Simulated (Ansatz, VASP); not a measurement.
Bi: VASP beside Ansatz

```
CELL_PARAMETERS angstrom
2.26165 1.30576 3.88617
-2.26165 1.30576 3.88617
0.00000 -2.61153 3.88617
ATOMIC_POSITIONS crystal
Bi 0.76326 0.76326 0.76326
Bi 0.23674 0.23674 0.23674
```

Alike in both runs: task single point; functional PBEsol; k mesh 14 × 14 × 14; occupations fermi-dirac, width 0.05 eV; no spin polarisation.

|  | VASP | Ansatz |
| --- | --- | --- |
| version | VASP 6.6.1 | Ansatz 0.2.0 |
| potentials or method | VASP PAW PBE potentials, release 64 (Bi_d) | PAW with Ansatz's default frozen-core files, scalar-relativistic |
| plane-wave cutoff (eV) | 520 | 420 |
| valence electrons in the cell | 30 | 30 |

```tsv
	VASP	Ansatz	Ansatz less VASP
pressure (GPa)	-0.1	0.0	+0.06
```

VASP's potentials were made for PBE, not for PBEsol.

Neither program's run includes spin-orbit coupling.
